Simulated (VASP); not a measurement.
# Te (R-3m) in VASP: further runs

Aim: see how the results for Te move with the level of theory and the settings. Levels: pbesol exchange, pbe correlation, PBE exchange alone, LDA, PBE. Tasks: single point.

Everything below comes from runs of VASP 6.6.1. Logs are shortened: lines on timing, memory, paths and dates and some standing lists are left out, and cuts for length are marked.

### Step 1. The cell of the first run

Symmetry: R-3m, No. 166, trigonal system. Conventional cell: a = 4.702 Å, b = 4.702 Å, c = 5.172 Å, α = 90.00°, β = 90.00°, γ = 120.00°. Within 4.2 Å of Te (site symmetry -3m) lie 6 Te at 3.22 Å.

### Step 2. Single point, pbesol exchange, pbe correlation, collinear spin (33.01 Å³/atom)

INCAR

```
ALGO = Normal
EDIFF = 1E-6
ENCUT = 500
GGA = LIBXC
GGA_COMPAT = False
ISIF = 2
ISMEAR = 0
ISPIN = 2
LASPH = True
LCHARG = False
LIBXC1 = GGA_X_PBE_SOL
LIBXC2 = GGA_C_PBE
LORBIT = 11
LREAL = False
LWAVE = False
MAGMOM = 1
NBANDS = 13
NELM = 200
NUPDOWN = 1.0
PREC = Accurate
SIGMA = 0.05
```

KPOINTS

```
k-points
0
Gamma
  9 9 9
```

POSCAR

```
Te
1.0
    2.3511296351      1.3574253277      1.7241180786
   -2.3511296351      1.3574253277      1.7241180786
    0.0000000000     -2.7148506555      1.7241180786
Te
1
Direct
    0.5000000000      0.5000000000      0.5000000000
```

Potentials or basis: VASP PAW PBE potentials, release 64 (Te).

Started as:

```
$ cat potpaw_PBE.64/Te/POTCAR > POTCAR
$ mpirun -np 1 vasp_std > vasp.out
```

OUTCAR:

```text
EDIFF = 1E-6
   ENCUT = 500
   GGA = LIBXC
   ISIF = 2
   ISMEAR = 0
   ISPIN = 2
   LASPH = True
   LORBIT = 11
   LREAL = False
   NELM = 200
   NUPDOWN = 1.0
   PREC = Accurate

 ion  position               nearest neighbor table
   1  0.500  0.500  0.500-

  LATTYP: Found a trigonal (rhomboedric) cell.
 ALAT       =     3.2160530515
 COS(alpha) =    -0.0688991668

  Lattice vectors:

 A1 = (   2.3511296351,   1.3574253277,   1.7241180786)
 A2 = (  -2.3511296351,   1.3574253277,   1.7241180786)
 A3 = (   0.0000000000,  -2.7148506555,   1.7241180786)

Analysis of symmetry for initial positions (statically):
=====================================================================
 Subroutine PRICEL returns:
 Original cell was already a primitive cell.

 Routine SETGRP: Setting up the symmetry group for a
 trigonal (rhombohedral) supercell.

 Subroutine GETGRP returns: Found 12 space group operations
 (whereof 12 operations were pure point group operations)
 out of a pool of 12 trial point group operations.

The static configuration has the point symmetry D_3d.

Analysis of symmetry for dynamics (positions and initial velocities):
=====================================================================
 Subroutine PRICEL returns:
 Original cell was already a primitive cell.

 Routine SETGRP: Setting up the symmetry group for a
 trigonal (rhombohedral) supercell.

 Subroutine GETGRP returns: Found 12 space group operations
 (whereof 12 operations were pure point group operations)
 out of a pool of 12 trial point group operations.

The dynamic configuration has the point symmetry D_3d.

Analysis of structural, dynamic, and magnetic symmetry:
=====================================================================
 Subroutine PRICEL returns:
 Original cell was already a primitive cell.

 Routine SETGRP: Setting up the symmetry group for a
 trigonal (rhombohedral) supercell.

 Subroutine GETGRP returns: Found 12 space group operations
 (whereof 12 operations were pure point group operations)
 out of a pool of 12 trial point group operations.

The overall configuration has the point symmetry D_3d.

 Subroutine INISYM returns: Found 12 space group operations
 (whereof 12 operations are pure point group operations),
 and found     1 'primitive' translations

----------------------------------------------------------------------------------------

                                     Primitive cell

  volume of cell :      33.0150

  direct lattice vectors                    reciprocal lattice vectors
     2.351129635  1.357425328  1.724118079     0.212663731  0.122781462  0.193335559
    -2.351129635  1.357425328  1.724118079    -0.212663731  0.122781462  0.193335559
     0.000000000 -2.714850655  1.724118079     0.000000000 -0.245562925  0.193335559

  length of vectors
     3.216053052  3.216053052  3.216053052     0.312537659  0.312537659  0.312537659

  position of ions in fractional coordinates (direct lattice)
     0.500000000  0.500000000  0.500000000

  ion indices of the primitive-cell ions
   primitive index   ion index
                 1           1

----------------------------------------------------------------------------------------

 KPOINTS: k-points

Automatic generation of k-mesh.
 Grid dimensions read from file:
 generate k-points for:    9    9    9

 Generating k-lattice:

  Cartesian coordinates                     Fractional coordinates (reciprocal lattice)
     0.023629303  0.013642385  0.021481729     0.111111111  0.000000000 -0.000000000
    -0.023629303  0.013642385  0.021481729     0.000000000  0.111111111 -0.000000000
     0.000000000 -0.027284769  0.021481729    -0.000000000 -0.000000000  0.111111111

  Length of vectors
     0.034726407  0.034726407  0.034726407

  Shift w.r.t. Gamma in fractional coordinates (k-lattice)
     0.000000000  0.000000000  0.000000000

 Subroutine IBZKPT returns following result:
 ===========================================

 Found     85 irreducible k-points:

 Following reciprocal coordinates:
            Coordinates               Weight
  0.000000  0.000000  0.000000      1.000000
  0.111111 -0.000000  0.000000      6.000000
  0.222222 -0.000000  0.000000      6.000000
  0.333333 -0.000000 -0.000000      6.000000
  0.444444 -0.000000  0.000000      6.000000
  0.111111  0.111111  0.000000      6.000000
[... 16 lines left out ...]
 -0.333333  0.333333  0.000000      6.000000
  0.444444  0.444444  0.000000      6.000000
 [... further k-points ...]
   k-points           NKPTS =     85   k-points in BZ     NKDIM =     85   number of bands    NBANDS=     13
   number of dos      NEDOS =    301   number of ions     NIONS =      1
   total plane-waves  NPLWV =  13824
   dimension x,y,z NGX =    24 NGY =   24 NGZ =   24
   dimension x,y,z NGXF=    48 NGYF=   48 NGZF=   48
   ions per type =               1
   NGX,Y,Z   is equivalent  to a cutoff of  12.41, 12.41, 12.41 a.u.
   NGXF,Y,Z  is equivalent  to a cutoff of  24.81, 24.81, 24.81 a.u.
 SYSTEM =  unknown system
   PREC   = accura    normal or accurate (medium, high low for compatibility)
   ISTART =      0    job   : 0-new  1-cont  2-samecut
   ICHARG =      2    charge: 1-file 2-atom 10-const
   ISPIN  =      2    spin polarized calculation?
   LNONCOLLINEAR =      F non collinear calculations
   LSORBIT =      F    spin-orbit coupling
   LASPH  =      T    aspherical Exc in radial PAW
   ENCUT  =  500.0 eV  36.75 Ry    6.06 a.u.   5.86  5.86  5.86*2*pi/ulx,y,z
   NELM   =    200;   NELMIN=  2; NELMDL= -5     # of ELM steps
   EDIFF  = 0.1E-05   stopping-criterion for ELM
   LREAL  =      F    real-space projection
   EDIFFG = 0.1E-04   stopping-criterion for IOM
   NSW    =      0    number of steps for IOM
   IBRION =     -1    ionic relax: 0-MD 1-quasi-New 2-CG
   NFREE  =      0    steps in history (QN), initial steepest desc. (CG)
   ISIF   =      2    stress and relaxation
   ISYM   =      2    0-nonsym 1-usesym 2-fastsym
   POTIM  = 0.5000    time-step for ionic-motion
   TEBEG  =    0.0;   TEEND  =   0.0 temperature during run
   PSTRESS=    0.0 pullay stress
   NELECT =       6.0000    total number of electrons
   NUPDOWN=       1.0000    fix difference up-down
   EMIN   =  10.00;   EMAX   =-10.00  energy-range for DOS
   EFERMI =   0.00;   METHOD = LEGACY
   ISMEAR =     0;   SIGMA  =   0.05  broadening in eV -4-tet -1-fermi 0-gaus
   EFERMI_NEDOS =   21; number of points for ismear=-14 and -15
   IALGO  =     38    algorithm
   IMIX   =      4    mixing-type and parameters
     AMIX     =   0.40;   BMIX     =  1.00
     AMIX_MAG =   1.60;   BMIX_MAG =  1.00
  volume/ion in A,a.u.               =      33.01       222.80
  Fermi-wavevector in a.u.,A,eV,Ry     =   0.927303  1.752349 11.699525  0.859891
  Thomas-Fermi vector in A             =   2.053358
   LORBIT       =     11    0 simple, 1 ext, 2 COOP (PROOUT), +10 PAW based schemes
   GGA     = LIBXC    functional components
   LHFCALC =     F    Hartree Fock is set to
   AEXX    =    0.0000 exact exchange contribution
   IVDW    =     0    specifies the selected vdW correction
   LEPSILON=     F    determine dielectric tensor
   LRPA    =     F    only Hartree local field effects (RPA)
 spin polarized calculation
 Gauss-broadening in eV      SIGMA  =   0.05
  energy-cutoff  :      500.00
  volume of cell :       33.01
 maximum number of plane-waves:       858
   NGX = 11   NGY = 11   NGZ = 11

 number of electron       6.0000001 magnetization       1.0000000

 Free energy of the ion-electron system (eV)
  ---------------------------------------------------
  ext. energy  EPLUGINS =         0.00000000
  ---------------------------------------------------
  free energy    TOTEN  =        -2.89206780 eV

  energy without entropy =       -2.89104049  energy(sigma->0) =       -2.89155415

 E-fermi :   4.9461     XC(G=0):  -9.3996

 val. band max:        7.4021511094   @ k =   0.1111  -0.0000   0.0000
 cond. band min:       5.0045121473   @ k =  -0.4444   0.4444   0.3333
 fundamental gap:     -2.3976389621
 Fermi energy:         7.4062697997

 spin component 1

 k-point     1 :       0.0000    0.0000    0.0000
  band No.  band energies     occupation
      1      -7.5889      1.00000
      2       6.8093      1.00000
      3       7.2847      0.99971
      4       7.2847      0.99971
      5      12.0427      0.00000
      6      12.0427      0.00000
      7      12.2586      0.00000
      8      22.3479      0.00000
      9      22.3479      0.00000
     10      22.7464      0.00000
     11      22.7838      0.00000
     12      22.8362      0.00000
     13      22.8362      0.00000

 k-point     2 :       0.1111   -0.0000    0.0000
  band No.  band energies     occupation
      1      -7.4455      1.00000
      2       5.6647      1.00000
      3       7.1100      1.00000
      4       7.4022      0.54637
      5      12.1823      0.00000
      6      12.3463      0.00000
      7      13.8386      0.00000
      8      20.3306      0.00000
      9      20.4973      0.00000
     10      22.6498      0.00000
     11      22.8396      0.00000
     12      23.5313      0.00000
     13      23.6668      0.00000
[... 321 lines left out ...]
 k-point    23 :      -0.3333    0.3333    0.0000
  band No.  band energies     occupation
      1      -5.3981      1.00000
      2       2.5826      1.00000
      3       2.7260      1.00000
      4       8.8381      0.00000
      5      10.1096      0.00000
      6      14.5552      0.00000
      7      17.6817      0.00000
      8      17.9469      0.00000
      9      20.3546      0.00000
     10      20.5061      0.00000
     11      21.0397      0.00000
     12      23.3161      0.00000
     13      24.0106      0.00000

 k-point    24 :       0.4444    0.4444    0.0000
  band No.  band energies     occupation
      1      -4.3214      1.00000
      2       1.3654      1.00000
      3       1.9717      1.00000
      4       8.4697      0.00000
      5       9.4553      0.00000
      6      15.9481      0.00000
      7      17.8998      0.00000
      8      18.3190      0.00000
      9      18.6286      0.00000
     10      18.7678      0.00000
     11      21.9516      0.00000
     12      24.2640      0.00000
     13      25.6984      0.00000

 [... further k-points ...]

 spin component 2

 k-point     1 :       0.0000    0.0000    0.0000
  band No.  band energies     occupation
      1      -6.9243      1.00000
      2       7.5664      0.00000
      3       7.9982      0.00000
      4       7.9982      0.00000
      5      12.6034      0.00000
      6      12.6034      0.00000
      7      12.6561      0.00000
      8      22.9143      0.00000
      9      22.9143      0.00000
     10      23.4025      0.00000
     11      23.4089      0.00000
     12      23.4510      0.00000
     13      23.4510      0.00000

 k-point     2 :       0.1111   -0.0000    0.0000
  band No.  band energies     occupation
      1      -6.7803      1.00000
      2       6.3565      0.00000
      3       7.8479      0.00000
      4       8.1164      0.00000
      5      12.7444      0.00000
      6      12.8048      0.00000
      7      14.3794      0.00000
      8      20.9234      0.00000
      9      21.0888      0.00000
     10      23.2426      0.00000
     11      23.4677      0.00000
     12      24.1524      0.00000
     13      24.2386      0.00000
[... 321 lines left out ...]
 k-point    23 :      -0.3333    0.3333    0.0000
  band No.  band energies     occupation
      1      -4.7227      1.00000
      2       3.2342      1.00000
      3       3.4133      1.00000
      4       9.5819      0.00000
      5      10.6352      0.00000
      6      15.0875      0.00000
      7      18.2604      0.00000
      8      18.5269      0.00000
      9      20.9297      0.00000
     10      21.0876      0.00000
     11      21.6538      0.00000
     12      23.8741      0.00000
     13      24.6265      0.00000

 k-point    24 :       0.4444    0.4444    0.0000
  band No.  band energies     occupation
      1      -3.6380      1.00000
      2       2.0251      1.00000
      3       2.6504      1.00000
      4       8.9809      0.00000
      5      10.2055      0.00000
      6      16.5114      0.00000
      7      18.4667      0.00000
      8      18.8997      0.00000
      9      19.1715      0.00000
     10      19.3839      0.00000
     11      22.4941      0.00000
     12      24.7536      0.00000
     13      26.2754      0.00000

 [... further k-points ...]

------------------------ aborting loop because EDIFF is reached ----------------------------------------

  FORCE on cell =-STRESS in cart. coord.  units (eV):
  Direction    XX          YY          ZZ          XY          YZ          ZX
  --------------------------------------------------------------------------------------
  -------------------------------------------------------------------------------------
  Total        0.1156404      0.1156404      0.0438750      0.0000000     -0.0000000      0.0000000
  in kB        5.6118923      5.6118923      2.1292016      0.0000000     -0.0000000      0.0000000
  external PRESSURE =       4.4509954 kB  Pullay stress =       0.0000000 kB

 VOLUME and BASIS-vectors are now :
 -----------------------------------------------------------------------------
  energy-cutoff  :      500.00
  volume of cell :       33.01
      direct lattice vectors                 reciprocal lattice vectors
     2.351129635  1.357425328  1.724118079     0.212663731  0.122781462  0.193335559
    -2.351129635  1.357425328  1.724118079    -0.212663731  0.122781462  0.193335559
     0.000000000 -2.714850655  1.724118079     0.000000000 -0.245562925  0.193335559

 POSITION                                       TOTAL-FORCE (eV/Angst)
 -----------------------------------------------------------------------------------
      0.00000     -0.00000      2.58618         0.000000     -0.000000      0.000000
 -----------------------------------------------------------------------------------
    total drift:                                0.000000      0.000000     -0.000000

  FREE ENERGIE OF THE ION-ELECTRON SYSTEM (eV)
  ---------------------------------------------------
  free  energy   TOTEN  =        -2.8920678005 eV

  energy  without entropy=       -2.8910404907  energy(sigma->0) =       -2.89155415

 total charge

# of ion       s       p       d       tot
------------------------------------------
    1        1.430   1.778   0.041   3.248

 magnetization (x)

# of ion       s       p       d       tot
------------------------------------------
    1        0.046   0.512   0.017   0.574
```

It took 28 s on 1 thread of Intel Xeon Platinum 8259CL at 2.50GHz (Skylake/Cascade Lake), shared host; peak memory 0.18 GiB.

Results:

* Free energy: -2.8921 eV
* Pressure: 0.4 GPa
* Net moment: 1.00 μB per cell
* Site moments: Te +0.57 μB
* Valence electrons inside the program's atomic spheres: Te 3.25

Caveat: the PAW data sets were made with another functional, which shifts forces and pressure a little; spin-orbit coupling is left out, which moves the levels of the heavy elements; the total moment is fixed, so each spin has its own Fermi level.

### Step 3. Single point, PBE exchange alone, non-collinear spin, zero start, spin-orbit coupling

This run uses another cell than the first one, of 31.15 Å³/atom.

INCAR

```
SYSTEM = Te
PREC = Accurate
ENCUT = 520
EDIFF = 1E-6
ISMEAR = -5
SIGMA = 0.05
LREAL = .FALSE.
LASPH = .TRUE.
NELM = 150
ALGO = Normal
ISIF = 2
LWAVE = .FALSE.
LCHARG = .TRUE.
MAGMOM = 0 0 0
LORBIT = 11
LSORBIT = .TRUE.
GGA_COMPAT = .FALSE.
LORBMOM = .TRUE.
GGA = PE
ALDAC = 0.0
AGGAC = 0.0
LVHAR = .TRUE.
NBANDS = 17
```

KPOINTS

```
Automatic mesh
0
G
  9 9 9
  0 0 0
```

POSCAR

```
Te
1.0
    2.3059043427      1.3313144930      1.6909537039
   -2.3059043427      1.3313144930      1.6909537039
    0.0000000000     -2.6626289860      1.6909537039
Te
1
Direct
    0.5000000000      0.5000000000      0.5000000000
```

Potentials or basis: VASP PAW PBE potentials, release 64 (Te).

Started as:

```
$ cat potpaw_PBE.64/Te/POTCAR > POTCAR
$ mpirun -np 1 vasp_ncl > vasp.out
```

Wall time 84 s (1 thread of Intel Xeon 8259CL, shared host); peak memory 0.24 GiB.

The run converged. Its results:

```
Free energy                                           : -1.8419 eV
Pressure                                              : 13.0 GPa
Net moment                                            : 0.00 μB per cell
Valence electrons inside the program's atomic spheres : Te 3.32
```

Stress tensor (GPa, compression positive):
```
13.13  0.00  0.00
 0.00 13.13  0.00
 0.00  0.00 12.61
```

Moments on the atoms (μB; x, y, z):
```
Te  0.00 0.00 0.00
```

Caveat: the cell stands under pressure.

[end of part 1 of 2]
